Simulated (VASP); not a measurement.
## Al2Cl: single point with PBE

Crystal: Al2Cl.

```
Al Cl
1.0
     3.78917    0.00000    0.00000
     0.00000    3.78917    0.00000
     0.00000    0.00000    4.76684
Al Cl
2 1
Direct
  0.49998 0.00236 0.34835
  0.99378 0.48434 0.34104
  0.99496 0.99427 0.39045
```

```json
{
  "Program": "VASP 6.6.1",
  "Task": "single point",
  "Functional": "PBE",
  "Potentials or basis": "VASP PAW PBE potentials, release 64 (Al, Cl)",
  "Cutoff": "520 eV",
  "k mesh": "5 × 5 × 4",
  "Occupations": "fermi-dirac, width 0.01 eV",
  "Spin": "no spin polarisation"
}
```

The pressure is 51.2 GPa and the largest force is 5.099 eV/Å. The band gap on the k mesh is zero (an odd number of electrons rules out a gap without spin polarisation).

Forces on the atoms (eV/Å):
```
Al  -1.250  0.151 -1.924
Al   0.031  2.503 -2.255
Cl   1.220 -2.654  4.180
```

Stress tensor (GPa, compression positive):
```
78.39 -0.03  0.56
-0.03 77.36 -1.43
 0.56 -1.43 -2.29
```

Levels at points of the mesh, in eV from the Fermi level:
```tsv
k point	band 4	band 5	band 6	band 7	band 8	band 9
(0.00, 0.00, 0.00)	-9.19	-4.83	-0.78	0.72	2.68	2.72
(0.00, 0.00, 0.50)	-9.43	-4.40	-0.61	-0.07	2.70	3.40
```

It took 70 s on 1 thread of Intel Xeon 8259CL (shared host), peak memory 0.19 GiB.

Caveat: the cell stands under pressure; an odd number of electrons without spin polarisation forces a metal; a magnetic or distorted state may lie lower.
